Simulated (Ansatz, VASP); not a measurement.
# NbAgCl3 in VASP and in Ansatz

```
Nb Ag Cl
1.0
     4.98216    0.00000    0.00000
     0.00000    4.98216    0.00000
     0.00000    0.00000    4.98216
Nb Ag Cl
1 1 3
Cartesian
  0.0000 0.0000 0.0000
  2.4911 2.4911 2.4911
  0.0000 2.4911 2.4911
  2.4911 0.0000 2.4911
  2.4911 2.4911 0.0000
```

Alike in both runs: functional PBE; k mesh 4 × 4 × 4; occupations gaussian, width 0.1 eV; no spin polarisation.

Ansatz relaxed the structure, and its values are those at the end. VASP's run is a single point on that final structure, the one shown.

|  | VASP | Ansatz |
| --- | --- | --- |
| version | VASP 6.6.1 | Ansatz 0.2.0 |
| potentials or method | VASP PAW PBE potentials, release 64 (Nb_sv, Ag, Cl), cutoff 520 eV | scalar-relativistic, plane waves, PAW |
| valence electrons in the cell | 45 | 53 |

Ansatz gave:

| Item | Value |
| --- | --- |
| gap on the k mesh at the Fermi level (eV) | none |
| pressure (GPa) | 0.0 |

Q: Estimate VASP's values.

A: gap on the k mesh at the Fermi level (eV): none; pressure (GPa): -0.1.

A gap of «none» marks a metal or a gap that the smearing closes. VASP's potentials hold 45 valence electrons a cell and Ansatz's 53, so a difference there can come from the potentials and not from the codes.
